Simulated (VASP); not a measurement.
A run of VASP 6.6.1 is set up as follows.

Contents of INCAR:

```
PREC = Accurate
ENCUT = 520
EDIFF = 1E-7
ISMEAR = 0
SIGMA = 0.2
LREAL = False
LASPH = True
NELM = 80
ALGO = Normal
ISIF = 2
LWAVE = False
LCHARG = False
GGA = PE
NBANDS = 55
```

Contents of KPOINTS:

```
regular mesh
0
Gamma
  7 7 7
```

Contents of POSCAR:

```
Ti3Ge4
1.0
   -1.7057793561      1.7057793561      9.7628586308
    1.7057793561     -1.7057793561      9.7628586308
    1.7057793561      1.7057793561     -9.7628586308
Ti Ge
3 4
Direct
    0.1406173207      0.1406173207      0.0000000000
    0.8593826793      0.8593826793      0.0000000000
    0.0000000000      0.0000000000      0.0000000000
    0.7130554320      0.7130554320      0.0000000000
    0.2869445680      0.2869445680      0.0000000000
    0.5715123147      0.5715123147      0.0000000000
    0.4284876853      0.4284876853      0.0000000000
```

Potentials or basis: VASP PAW PBE potentials, release 64 (Ti_sv, Ge_d).

The run is started by

```sh
$ cat potpaw_PBE.64/Ti_sv/POTCAR potpaw_PBE.64/Ge_d/POTCAR > POTCAR
$ mpirun -np 1 vasp_std > vasp.out
```

(1) What does it give for the band gap on the k mesh?

(2) What does it give for the pressure?

Results:

(1) zero (bands 46 and 47 overlap by 0.76 eV).

(2) 0.4 GPa.
